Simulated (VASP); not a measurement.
## Ti: single point with PBE+D3(BJ)

Ti:

```xyz
2
Lattice="2.8997 0.0000 0.0000 -1.4499 2.5112 0.0000 0.0000 0.0000 4.5773" Properties=species:S:1:pos:R:3 pbc="T T T"
Ti    1.4499    0.8371    3.4330
Ti    0.0000    1.6741    1.1443
```

| Property | Result |
| --- | --- |
| Program | VASP 6.6.1 |
| Task | single point |
| Functional | PBE |
| Dispersion | D3(BJ) |
| Potentials or basis | VASP PAW PBE potentials, release 64 (Ti_sv) |
| Cutoff | 520 eV |
| k mesh | 10 × 10 × 6 |
| Occupations | fermi-dirac, width 0.05 eV |
| Spin | no spin polarisation |

```json
{
  "Pressure": "-1.4 GPa",
  "Band gap on the k mesh": "zero (band 12 reaches 9.57 eV, above the bottom of band 13 at 8.57 eV)",
  "Dispersion energy per atom": "-0.628 eV"
}
```

Levels at points of the mesh, in eV from the Fermi level:
```csv
k point,band 8,band 9,band 10,band 11,band 12,band 13,band 14,band 15,band 16,band 17
"(0.00, 0.00, 0.00)",-32.58,-6.30,-2.78,0.80,0.80,0.93,0.95,1.34,1.34,1.69
"(0.50, 0.00, 0.00)",-32.66,-2.40,-2.27,-1.94,-0.59,0.48,0.69,1.26,3.51,3.76
"(0.00, 0.00, 0.50)",-32.64,-4.38,-4.38,0.10,0.10,0.70,0.70,0.70,0.70,2.95
"(0.50, 0.00, 0.50)",-32.76,-2.65,-2.65,-0.85,-0.85,1.45,1.45,1.81,1.81,3.66
```

Run time: 12 s on 1 thread of Intel(R) Xeon(R) 6975P-C (Granite Rapids), on a shared host, peak memory 0.18 GiB.

Caveat: three body term missing; pairwise dispersion overbinds metals, which lowers pressure and volume.
